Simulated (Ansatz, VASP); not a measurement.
## Na2C in VASP and in Ansatz

File INCAR:

```
PREC = Accurate
ENCUT = 600
EDIFF = 1E-6
ISMEAR = 0
SIGMA = 0.1
LREAL = False
LASPH = True
NELM = 80
ALGO = Normal
ISIF = 3
LWAVE = False
LCHARG = False
GGA = PE
IBRION = 2
NSW = 100
EDIFFG = -0.01
```

Contents of KPOINTS:

```
regular mesh
0
Gamma
  12 12 16
```

POSCAR

```
Na2C
1.0
    4.3204084007      0.0000000000      0.0000000000
   -2.1602042003      3.7415834297      0.0000000000
    0.0000000000      0.0000000000      2.7970790034
Na C
2 1
Direct
    0.3333333333      0.6666666667      0.5000000000
    0.6666666667      0.3333333333      0.5000000000
    0.0000000000      0.0000000000      0.0000000000
```

Input for Ansatz:

```yaml
crystal:
  lattice:
    - [4.3204084007, 0.0, 0.0]
    - [-2.1602042003, 3.7415834297, 0.0]
    - [0.0, 0.0, 2.7970790034]
  atoms:
    - { symbol: Na, position: [0.3333333333, 0.6666666667, 0.5] }
    - { symbol: Na, position: [0.6666666667, 0.3333333333, 0.5] }
    - { symbol: C, position: [0.0, 0.0, 0.0] }
basis:
  ecutwfc: 420
kpoints:
  mp_grid: { grid: [12, 12, 16] }
hamiltonian:
  xc: pbe
scf:
  occupations: { method: gaussian, width: 0.1 }
output:
  forces: true
  stress: true
  eigenvalues: true
relax:
  adjacent_minimum: "off"
  f_tol: 0.01
  max_steps: 80
  cell: { stress_tol: 0.05 }
```

Alike in both runs: task relaxation of cell and atoms; functional PBE; k mesh 12 × 12 × 16; occupations gaussian, width 0.1 eV; no spin polarisation.

|  | VASP | Ansatz |
| --- | --- | --- |
| version | VASP 6.6.1 | Ansatz 0.2.0 |
| potentials or method | VASP PAW PBE potentials, release 64 (Na_pv, C), cutoff 600 eV | scalar-relativistic, plane waves, PAW |
| valence electrons in the cell | 18 | 22 |

VASP gave:

```
gap on the k mesh at the Fermi level, each at its own relaxed structure (eV) : none
relaxed volume (Å³/atom)                                                     : 15.05
relaxed cell length with the largest relative difference (Å)                 : 4.355
```

Task: Estimate Ansatz's values.

Result: gap on the k mesh at the Fermi level, each at its own relaxed structure (eV): none; relaxed volume (Å³/atom): 14.99; relaxed cell length with the largest relative difference (Å): 4.349.

A gap of «none» marks a metal or a gap that the smearing closes. VASP's potentials hold 18 valence electrons a cell and Ansatz's 22, so a difference there can come from the potentials and not from the codes.
